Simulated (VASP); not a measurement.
Input of a VASP 6.6.1 run:

Contents of INCAR:

```
ALGO = Normal
EDIFF = 1E-6
ENCUT = 520
GGA = PS
ISIF = 2
ISMEAR = 0
LASPH = True
LCHARG = True
LELF = True
LREAL = False
LVHAR = True
LWAVE = False
NBANDS = 18
NELM = 100
PREC = Accurate
SIGMA = 0.05
```

File KPOINTS:

```
k-points
0
Gamma
  10 1 8
```

File POSCAR:

```
P
1.0
    3.5379772094      0.0000000000      0.0000000000
    0.0000000000     37.5676824473      0.0000000000
    0.0000000000      0.0000000000      3.8236131962
P
4
Direct
    0.0000000000      0.9696876236      0.5826201292
    0.0000000000      0.0303123764      0.4173798708
    0.5000000000      0.0303123764      0.0826201292
    0.5000000000      0.9696876236      0.9173798708
```

Potentials or basis: VASP PAW PBE potentials, release 64 (P).

Run with:

```bash
$ cat potpaw_PBE.64/P/POTCAR > POTCAR
$ mpirun -np 1 vasp_std > vasp.out
```

Problem. What does it give for the band gap on the k mesh?

Solution. Zero (bands 10 and 11 overlap by 0.11 eV).

Problem. What does it give for the largest force?

Solution. 1.594 eV/Å.

Forces on the atoms (eV/Å):
```
P    0.000  0.674 -1.444
P    0.000 -0.674  1.444
P    0.000 -0.674 -1.444
P    0.000  0.674  1.444
```

Caveat: the PAW data sets were made with another functional, which shifts forces and pressure a little.
